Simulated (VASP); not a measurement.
# MoH3 (Fm-3m) in VASP: further runs

MoH3 is run at these levels: PBE; tasks: single point, relaxation of cell and atoms.

Everything below comes from runs of VASP 6.6.1. Logs are shortened: lines on timing, memory, paths and dates and some standing lists are left out, and cuts for length are marked.

## 1. The cell of the first run

The structure is cubic, space group Fm-3m (No. 225). The conventional cell has a = 4.515 Å, b = 4.515 Å, c = 4.515 Å, α = 90.00°, β = 90.00°, γ = 90.00°. Within 2.6 Å of H (site symmetry -43m) lie 10 H at 1.96 to 2.26 Å and 4 Mo at 1.96 Å. Within 2.6 Å of H (site symmetry m-3m) lie 8 H at 1.96 Å and 6 Mo at 2.26 Å. Within 2.6 Å of Mo (site symmetry m-3m) lie 14 H at 1.96 to 2.26 Å.

The cell was generated, and may not be a known phase.

## 2. Single point, PBE

INCAR

```
SYSTEM = MoH3
PREC = Accurate
ENCUT = 520
EDIFF = 1E-6
ISMEAR = 0
SIGMA = 0.1
LREAL = .FALSE.
LASPH = .TRUE.
NELM = 100
ALGO = Normal
ISIF = 2
LWAVE = .FALSE.
LCHARG = .TRUE.
GGA = PE
LELF = .TRUE.
LVHAR = .TRUE.
NBANDS = 16
```

KPOINTS

```
regular mesh
0
G
  6 6 6
  0 0 0
```

POSCAR

```
MoH3
1.0
    0.0000000000      2.2574801389      2.2574801389
    2.2574801389      0.0000000000      2.2574801389
    2.2574801389      2.2574801389      0.0000000000
H Mo
3 1
Direct
    0.2500000000      0.2500000000      0.2500000000
    0.7500000000      0.7500000000      0.7500000000
    0.5000000000      0.5000000000      0.5000000000
    0.0000000000      0.0000000000      0.0000000000
```

Potentials or basis: VASP PAW PBE potentials, release 64 (H, Mo_sv).

Started as:

```bash
$ cat potpaw_PBE.64/H/POTCAR potpaw_PBE.64/Mo_sv/POTCAR > POTCAR
$ mpirun -np 1 vasp_std > vasp.out
```

OUTCAR:

```text
SYSTEM = MoH3
   PREC = Accurate
   ENCUT = 520
   EDIFF = 1E-6
   ISMEAR = 0
   LREAL = .FALSE.
   LASPH = .TRUE.
   NELM = 100
   ISIF = 2
   GGA = PE

 ion  position               nearest neighbor table
   1  0.250  0.250  0.250-   4 1.96   4 1.96   4 1.96   4 1.96
   2  0.750  0.750  0.750-   4 1.96   4 1.96   4 1.96   4 1.96
   3  0.500  0.500  0.500-
   4  0.000  0.000  0.000-   2 1.96   2 1.96   2 1.96   1 1.96   2 1.96   1 1.96   1 1.96   1 1.96

  LATTYP: Found a face centered cubic cell.
 ALAT       =     4.5149602778

  Lattice vectors:

 A1 = (   0.0000000000,   2.2574801389,   2.2574801389)
 A2 = (   2.2574801389,   0.0000000000,   2.2574801389)
 A3 = (   2.2574801389,   2.2574801389,   0.0000000000)

Analysis of symmetry for initial positions (statically):
=====================================================================
 Subroutine PRICEL returns:
 Original cell was already a primitive cell.

 Routine SETGRP: Setting up the symmetry group for a
 face centered cubic supercell.

 Subroutine GETGRP returns: Found 48 space group operations
 (whereof 48 operations were pure point group operations)
 out of a pool of 48 trial point group operations.

The static configuration has the point symmetry O_h .

Analysis of symmetry for dynamics (positions and initial velocities):
=====================================================================
 Subroutine PRICEL returns:
 Original cell was already a primitive cell.

 Routine SETGRP: Setting up the symmetry group for a
 face centered cubic supercell.

 Subroutine GETGRP returns: Found 48 space group operations
 (whereof 48 operations were pure point group operations)
 out of a pool of 48 trial point group operations.

The dynamic configuration has the point symmetry O_h .

 Subroutine INISYM returns: Found 48 space group operations
 (whereof 48 operations are pure point group operations),
 and found     1 'primitive' translations

----------------------------------------------------------------------------------------

                                     Primitive cell

  volume of cell :      23.0092

  direct lattice vectors                    reciprocal lattice vectors
     0.000000000  2.257480139  2.257480139    -0.221485891  0.221485891  0.221485891
     2.257480139  0.000000000  2.257480139     0.221485891 -0.221485891  0.221485891
     2.257480139  2.257480139  0.000000000     0.221485891  0.221485891 -0.221485891

  length of vectors
     3.192559029  3.192559029  3.192559029     0.383624816  0.383624816  0.383624816

  position of ions in fractional coordinates (direct lattice)
     0.250000000  0.250000000  0.250000000
     0.750000000  0.750000000  0.750000000
     0.500000000  0.500000000  0.500000000
     0.000000000  0.000000000  0.000000000

  ion indices of the primitive-cell ions
   primitive index   ion index
                 1           1
                 2           2
                 3           3
                 4           4

----------------------------------------------------------------------------------------

 KPOINTS: regular mesh

Automatic generation of k-mesh.
 Grid dimensions read from file:
 generate k-points for:    6    6    6

 Generating k-lattice:

  Cartesian coordinates                     Fractional coordinates (reciprocal lattice)
    -0.036914315  0.036914315  0.036914315     0.166666667  0.000000000  0.000000000
     0.036914315 -0.036914315  0.036914315     0.000000000  0.166666667  0.000000000
     0.036914315  0.036914315 -0.036914315     0.000000000  0.000000000  0.166666667

  Length of vectors
     0.063937469  0.063937469  0.063937469

  Shift w.r.t. Gamma in fractional coordinates (k-lattice)
     0.000000000  0.000000000  0.000000000

 Subroutine IBZKPT returns following result:
 ===========================================

 Found     16 irreducible k-points:

 Following reciprocal coordinates:
            Coordinates               Weight
  0.000000  0.000000  0.000000      1.000000
  0.166667  0.000000  0.000000      8.000000
  0.333333  0.000000  0.000000      8.000000
  0.500000  0.000000  0.000000      4.000000
  0.166667  0.166667  0.000000      6.000000
  0.333333  0.166667  0.000000     24.000000
[... 8 lines left out ...]
 -0.333333  0.333333  0.166667     24.000000
 -0.333333  0.500000  0.166667     12.000000
   k-points           NKPTS =     16   k-points in BZ     NKDIM =     16   number of bands    NBANDS=     16
   number of dos      NEDOS =    301   number of ions     NIONS =      4
   total plane-waves  NPLWV =  13824
   dimension x,y,z NGX =    24 NGY =   24 NGZ =   24
   dimension x,y,z NGXF=    48 NGYF=   48 NGZF=   48
   ions per type =               3   1
   NGX,Y,Z   is equivalent  to a cutoff of  12.50, 12.50, 12.50 a.u.
   NGXF,Y,Z  is equivalent  to a cutoff of  25.00, 25.00, 25.00 a.u.
 SYSTEM =  MoH3
   PREC   = accura    normal or accurate (medium, high low for compatibility)
   ISTART =      0    job   : 0-new  1-cont  2-samecut
   ICHARG =      2    charge: 1-file 2-atom 10-const
   ISPIN  =      1    spin polarized calculation?
   LNONCOLLINEAR =      F non collinear calculations
   LSORBIT =      F    spin-orbit coupling
   LASPH  =      T    aspherical Exc in radial PAW
   ENCUT  =  520.0 eV  38.22 Ry    6.18 a.u.   5.94  5.94  5.94*2*pi/ulx,y,z
   NELM   =    100;   NELMIN=  2; NELMDL= -5     # of ELM steps
   EDIFF  = 0.1E-05   stopping-criterion for ELM
   LREAL  =      F    real-space projection
   EDIFFG = 0.1E-04   stopping-criterion for IOM
   NSW    =      0    number of steps for IOM
   IBRION =     -1    ionic relax: 0-MD 1-quasi-New 2-CG
   NFREE  =      0    steps in history (QN), initial steepest desc. (CG)
   ISIF   =      2    stress and relaxation
   ISYM   =      2    0-nonsym 1-usesym 2-fastsym
   POTIM  = 0.5000    time-step for ionic-motion
   TEBEG  =    0.0;   TEEND  =   0.0 temperature during run
   PSTRESS=    0.0 pullay stress
   NELECT =      17.0000    total number of electrons
   NUPDOWN=      -1.0000    fix difference up-down
   EMIN   =  10.00;   EMAX   =-10.00  energy-range for DOS
   EFERMI =   0.00;   METHOD = LEGACY
   ISMEAR =     0;   SIGMA  =   0.10  broadening in eV -4-tet -1-fermi 0-gaus
   EFERMI_NEDOS =   21; number of points for ismear=-14 and -15
   IALGO  =     38    algorithm
   IMIX   =      4    mixing-type and parameters
     AMIX     =   0.40;   BMIX     =  1.00
     AMIX_MAG =   1.60;   BMIX_MAG =  1.00
  volume/ion in A,a.u.               =       5.75        38.82
  Fermi-wavevector in a.u.,A,eV,Ry     =   1.479985  2.796765 29.801582  2.190354
  Thomas-Fermi vector in A             =   2.594075
   LORBIT       =      0    0 simple, 1 ext, 2 COOP (PROOUT), +10 PAW based schemes
   GGA     = PE    functional components
   LHFCALC =     F    Hartree Fock is set to
   AEXX    =    0.0000 exact exchange contribution
   IVDW    =     0    specifies the selected vdW correction
   LEPSILON=     F    determine dielectric tensor
   LRPA    =     F    only Hartree local field effects (RPA)
 non-spin polarized calculation
 Gauss-broadening in eV      SIGMA  =   0.10
  energy-cutoff  :      520.00
  volume of cell :       23.01
 maximum number of plane-waves:       636
   NGX = 11   NGY = 11   NGZ = 11

 number of electron      16.9999999 magnetization

 Free energy of the ion-electron system (eV)
  ---------------------------------------------------
  ext. energy  EPLUGINS =         0.00000000
  ---------------------------------------------------
  free energy    TOTEN  =       -19.47013468 eV

  energy without entropy =      -19.46184676  energy(sigma->0) =      -19.46599072

 E-fermi :  10.4401     XC(G=0): -12.7889

 val. band max:       10.3194700282   @ k =   0.5000   0.3333   0.1667
 cond. band min:      10.4593663160   @ k =  -0.3333   0.1667   0.0000
 fundamental gap:      0.1398962878
 Fermi energy:        10.4400928624

 k-point     1 :       0.0000    0.0000    0.0000
  band No.  band energies     occupation
      1     -51.0630      2.00000
      2     -24.9677      2.00000
      3     -24.9677      2.00000
      4     -24.9677      2.00000
      5      -2.5371      2.00000
      6       8.0577      2.00000
[... 8 lines left out ...]
     15      21.9552      0.00000
     16      31.1432      0.00000

 k-point     2 :       0.1667    0.0000    0.0000
  band No.  band energies     occupation
      1     -51.0484      2.00000
      2     -25.0991      2.00000
      3     -24.9837      2.00000
      4     -24.9837      2.00000
      5      -1.8131      2.00000
      6       5.5857      2.00000
[... 8 lines left out ...]
     15      23.2858      0.00000
     16      27.6285      0.00000

 k-point     3 :       0.3333    0.0000    0.0000
  band No.  band energies     occupation
      1     -51.0192      2.00000
      2     -25.3537      2.00000
      3     -25.0154      2.00000
      4     -25.0154      2.00000
      5      -0.0675      2.00000
      6       3.6553      2.00000
[... 8 lines left out ...]
     15      24.0511      0.00000
     16      26.4176      0.00000

 k-point     4 :       0.5000    0.0000    0.0000
  band No.  band energies     occupation
      1     -51.0045      2.00000
      2     -25.4773      2.00000
      3     -25.0312      2.00000
      4     -25.0312      2.00000
      5       1.2196      2.00000
      6       2.7043      2.00000
[... 8 lines left out ...]
     15      22.1857      0.00000
     16      28.0741      0.00000
[... 172 lines left out ...]
 k-point    14 :       0.5000    0.3333    0.1667
  band No.  band energies     occupation
      1     -50.9999      2.00000
      2     -25.3485      2.00000
      3     -25.1666      2.00000
      4     -25.0731      2.00000
      5       1.2606      2.00000
      6       3.1980      2.00000
[... 8 lines left out ...]
     15      23.7813      0.00000
     16      27.2437      0.00000

 k-point    15 :      -0.3333    0.3333    0.1667
  band No.  band energies     occupation
      1     -50.9902      2.00000
      2     -25.3593      2.00000
      3     -25.2317      2.00000
      4     -25.0998      2.00000
      5       2.6149      2.00000
      6       2.6240      2.00000
[... 8 lines left out ...]
     15      23.4315      0.00000
     16      26.3609      0.00000

 k-point    16 :      -0.3333    0.5000    0.1667
  band No.  band energies     occupation
      1     -50.9855      2.00000
      2     -25.3754      2.00000
      3     -25.2180      2.00000
      4     -25.1435      2.00000
      5       2.6826      2.00000
      6       2.7178      2.00000
[... 8 lines left out ...]
     15      22.9495      0.00000
     16      24.8628      0.00000

------------------------ aborting loop because EDIFF is reached ----------------------------------------

  FORCE on cell =-STRESS in cart. coord.  units (eV):
  Direction    XX          YY          ZZ          XY          YZ          ZX
  --------------------------------------------------------------------------------------
  -------------------------------------------------------------------------------------
  Total       -0.0111538     -0.0111538     -0.0111538     -0.0000000      0.0000000     -0.0000000
  in kB       -0.7766643     -0.7766643     -0.7766643     -0.0000000      0.0000000     -0.0000000
  external PRESSURE =      -0.7766643 kB  Pullay stress =       0.0000000 kB

 VOLUME and BASIS-vectors are now :
 -----------------------------------------------------------------------------
  energy-cutoff  :      520.00
  volume of cell :       23.01
      direct lattice vectors                 reciprocal lattice vectors
     0.000000000  2.257480139  2.257480139    -0.221485891  0.221485891  0.221485891
     2.257480139  0.000000000  2.257480139     0.221485891 -0.221485891  0.221485891
     2.257480139  2.257480139  0.000000000     0.221485891  0.221485891 -0.221485891

 POSITION                                       TOTAL-FORCE (eV/Angst)
 -----------------------------------------------------------------------------------
      1.12874      1.12874      1.12874         0.000000      0.000000     -0.000000
      3.38622      3.38622      3.38622        -0.000000     -0.000000      0.000000
      2.25748      2.25748      2.25748        -0.000000     -0.000000      0.000000
      0.00000      0.00000      0.00000        -0.000000     -0.000000      0.000000
 -----------------------------------------------------------------------------------
    total drift:                               -0.000000     -0.000000     -0.000000

  FREE ENERGIE OF THE ION-ELECTRON SYSTEM (eV)
  ---------------------------------------------------
  free  energy   TOTEN  =       -19.4701346834 eV

  energy  without entropy=      -19.4618467615  energy(sigma->0) =      -19.46599072
```

Wall time 6.3 s (1 thread of Intel Xeon Platinum 8488C (Sapphire Rapids), shared host); peak memory 0.13 GiB.

What came out:

| Property | Result |
| --- | --- |
| Free energy | -19.4701 eV |
| Pressure | -0.1 GPa |
| Band gap on the k mesh | zero (an odd number of electrons rules out a gap without spin polarisation) |

Levels at points of the mesh, in eV from the Fermi level:
| k point | band 7 | band 8 | band 9 | band 10 | band 11 | band 12 |
| --- | --- | --- | --- | --- | --- | --- |
| (0.00, 0.00, 0.00) | -2.38 | -2.38 | -1.34 | -0.13 | -0.13 | 2.88 |
| (0.50, 0.00, 0.00) | -2.47 | -2.47 | -0.67 | 1.11 | 1.11 | 4.42 |
| (0.50, 0.50, 0.00) | -6.11 | 1.22 | 1.41 | 1.41 | 5.09 | 5.61 |

Caveat: the k points lie up to 0.40 Å⁻¹ apart, too coarse for converged energies and pressures of a metal; an odd number of electrons without spin polarisation forces a metal; a magnetic or distorted state may lie lower.

## 3. Single point, PBE

This run uses another cell than the first one, of 12.43 Å³/atom.

INCAR

```
  ALGO = Normal
  EDIFF = 1E-7
  ENCUT = 520
  GGA = PE
  ISIF = 2
  ISMEAR = 0
  LASPH = T
  LCHARG = F
  LREAL = F
  LWAVE = F
  NBANDS = 16
  NELM = 80
  PREC = Accurate
  SIGMA = 0.1
```

KPOINTS

```
k-points
0
Gamma
  6 6 6
```

POSCAR

```
MoH3
1.0
    0.0000000000      2.9189174400      2.9189174400
    2.9189174400      0.0000000000      2.9189174400
    2.9189174400      2.9189174400      0.0000000000
H Mo
3 1
Direct
    0.2500000000      0.2500000000      0.2500000000
    0.7500000000      0.7500000000      0.7500000000
    0.5000000000      0.5000000000      0.5000000000
    0.0000000000      0.0000000000      0.0000000000
```

Potentials or basis: VASP PAW PBE potentials, release 64 (H, Mo_sv).

Started as:

```bash
$ cat potpaw_PBE.64/H/POTCAR potpaw_PBE.64/Mo_sv/POTCAR > POTCAR
$ mpirun -np 1 vasp_std > vasp.out
```

Wall time 17 s (1 thread of Intel Xeon Platinum 8488C (Sapphire Rapids), shared host); peak memory 0.17 GiB.

The run converged. Its results:

```yaml
Free_energy: -14.3748 eV
Pressure: -31.3 GPa
Band_gap_on_the_k_mesh: zero (an odd number of electrons rules out a gap without spin polarisation)
```

Levels at points of the mesh, in eV from the Fermi level:
| k point | band 5 | band 6 | band 7 | band 8 | band 9 | band 10 | band 11 | band 12 | band 13 | band 14 |
| --- | --- | --- | --- | --- | --- | --- | --- | --- | --- | --- |
| (0.00, 0.00, 0.00) | -7.19 | -0.76 | -0.76 | -0.76 | -0.37 | -0.10 | -0.10 | 1.21 | 9.01 | 9.01 |
| (0.50, 0.00, 0.00) | -4.58 | -4.41 | -0.74 | -0.74 | -0.10 | 0.23 | 0.23 | 1.27 | 5.44 | 7.79 |
| (0.50, 0.50, 0.00) | -3.71 | -3.66 | -3.62 | 0.26 | 0.30 | 0.30 | 1.57 | 3.25 | 3.25 | 4.31 |

Caveat: the cell stands under tension; an odd number of electrons without spin polarisation forces a metal; a magnetic or distorted state may lie lower.

## 4. Single point, PBE, collinear spin

INCAR

```
SYSTEM = MoH3
PREC     = Accurate       ! precision mode
ENCUT    = 520            ! plane-wave cutoff, eV
EDIFF    = 1E-7           ! SCF threshold, eV
ISMEAR   = 0              ! smearing method
SIGMA    = 0.1            ! smearing width, eV
LREAL    = .FALSE.        ! projectors in reciprocal space
LASPH    = .TRUE.         ! aspherical terms in the spheres
NELM     = 150            ! most SCF steps
ALGO     = Normal         ! electronic algorithm
ISIF     = 2              ! what is computed and relaxed
LWAVE    = .FALSE.        ! write WAVECAR
LCHARG   = .FALSE.        ! write CHGCAR
ISPIN    = 2              ! spin polarisation
MAGMOM   = 0 0 0 1        ! initial moments
LORBIT   = 11             ! projections on sites
LMAXMIX  = 4              ! l up to which the mixer works
GGA      = PE             ! functional
NBANDS   = 20             ! bands
```

KPOINTS

```
regular mesh
0
G
  6 6 6
  0 0 0
```

POSCAR

```
MoH3
1.0
    0.0000000000      2.2574801389      2.2574801389
    2.2574801389      0.0000000000      2.2574801389
    2.2574801389      2.2574801389      0.0000000000
H Mo
3 1
Direct
    0.2500000000      0.2500000000      0.2500000000
    0.7500000000      0.7500000000      0.7500000000
    0.5000000000      0.5000000000      0.5000000000
    0.0000000000      0.0000000000      0.0000000000
```

Started as:

```bash
$ cat potpaw_PBE.64/H/POTCAR potpaw_PBE.64/Mo_sv/POTCAR > POTCAR
$ mpirun -np 1 vasp_std > vasp.out
```

Run time: 18 s. Hardware: 1 thread of Intel Xeon Platinum 8488C (Sapphire Rapids), shared host; peak memory 0.15 GiB.

Results (log left out):

| Quantity | Value |
| --- | --- |
| Free energy | -19.4701 eV |
| Pressure | -0.1 GPa |
| Net moment | 0.00 μB per cell |
| Valence electrons inside the program's atomic spheres | H 0.57, 0.46 (each value once); Mo 12.47 |

Levels at points of the mesh, in eV from the Fermi level:
Spin up:
```
           k point  band 6  band 7  band 8  band 9  band 10  band 11  band 12  band 13
(0.00, 0.00, 0.00)   -2.38   -2.38   -2.38   -1.34    -0.13    -0.13     2.88    11.52
(0.50, 0.00, 0.00)   -7.74   -2.47   -2.47   -0.67     1.11     1.11     4.42    11.60
(0.50, 0.50, 0.00)   -8.14   -6.11    1.22    1.41     1.41     5.09     5.61     5.61
```
Spin down:
| k point | band 6 | band 7 | band 8 | band 9 | band 10 | band 11 | band 12 | band 13 |
| --- | --- | --- | --- | --- | --- | --- | --- | --- |
| (0.00, 0.00, 0.00) | -2.38 | -2.38 | -2.38 | -1.34 | -0.13 | -0.13 | 2.88 | 11.52 |
| (0.50, 0.00, 0.00) | -7.74 | -2.47 | -2.47 | -0.67 | 1.11 | 1.11 | 4.42 | 11.60 |
| (0.50, 0.50, 0.00) | -8.14 | -6.11 | 1.22 | 1.41 | 1.41 | 5.09 | 5.61 | 5.61 |

Caveat: the k points lie up to 0.40 Å⁻¹ apart.

[end of part 1 of 2]

The gap in the log of VASP goes by the Fermi energy; the results here count the filled bands.